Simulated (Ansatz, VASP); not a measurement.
## Two plane-wave programs on CuO

INCAR

```
SYSTEM = CuO
  ALGO = Normal
  EDIFF = 1E-7
  EDIFFG = -0.01
  ENCUT = 600
  GGA = CA
  IBRION = 2
  ISIF = 3
  ISMEAR = -1
  LASPH = .True.
  LCHARG = .False.
  LREAL = .False.
  LWAVE = .False.
  NELM = 80
  NSW = 60
  PREC = Accurate
  SIGMA = 0.05
```

File KPOINTS:

```
k-points
0
Gamma
  9 9 5
  0 0 0
```

The input POSCAR:

```
CuO
1.0
    3.2880244300      0.0000000000      0.0000000000
   -1.6440122100      2.8475126800      0.0000000000
    0.0000000000      0.0000000000      5.3850248600
Cu O
2 2
Direct
    0.6666666667      0.3333333333      0.0000000000
    0.3333333333      0.6666666667      0.5000000000
    0.6666666667      0.3333333333      0.6252000000
    0.3333333333      0.6666666667      0.1252000000
```

Contents of input.yaml:

```yaml
crystal:
  lattice:
    - [3.28802443, 0.0, 0.0]
    - [-1.64401221, 2.84751268, 0.0]
    - [0.0, 0.0, 5.38502486]
  atoms:
    - { symbol: Cu, position: [0.6666666667, 0.3333333333, 0.0] }
    - { symbol: Cu, position: [0.3333333333, 0.6666666667, 0.5] }
    - { symbol: O, position: [0.6666666667, 0.3333333333, 0.6252] }
    - { symbol: O, position: [0.3333333333, 0.6666666667, 0.1252] }
hamiltonian:
  xc: lda
  pseudopotentials: { kind: paw }
kpoints:
  mp_grid: { grid: [9, 9, 5] }
scf:
  occupations: { method: fermi_dirac, width: 0.05 }
output:
  forces: true
  stress: true
  eigenvalues: true
relax:
  f_tol: 0.01
  max_steps: 40
  cell: { stress_tol: 0.05 }
```

Alike in both runs: task relaxation of cell and atoms; functional LDA; k mesh 9 × 9 × 5; occupations fermi-dirac, width 0.05 eV; no spin polarisation.

|  | VASP | Ansatz |
| --- | --- | --- |
| version | VASP 6.6.1 | Ansatz 0.2.0 |
| potentials or method | VASP PAW LDA potentials, release 64 (Cu, O) | Ansatz PAW |
| plane-wave cutoff (eV) | 600 | 420 |
| valence electrons in the cell | 34 | 50 |

|  | VASP | Ansatz | Ansatz less VASP |
| --- | --- | --- | --- |
| gap on the k mesh at the Fermi level, each at its own relaxed structure (eV) | none | none | - |
| relaxed volume (Å³/atom) | 10.57 | 10.53 | -0.046 |
| relaxed cell length with the largest relative difference (Å) | 3.037 | 3.032 | -0.0052 |

LDA's correlation is that of Perdew and Zunger in VASP and of Perdew and Wang (1992) in Ansatz. A gap of «none» marks a metal or a gap that the smearing closes. VASP's potentials hold 34 valence electrons a cell and Ansatz's 50, so a difference there can come from the potentials and not from the codes.

Noted on VASP's run: the volume moved by over 15 % at a fixed basis, so the end points are rough. Noted on Ansatz's run: the volume moved by over 15 % at a fixed basis, so the end points are rough; the plane-wave basis is chosen anew once the cell has moved, so the energies of steps on either side of that aren't comparable.
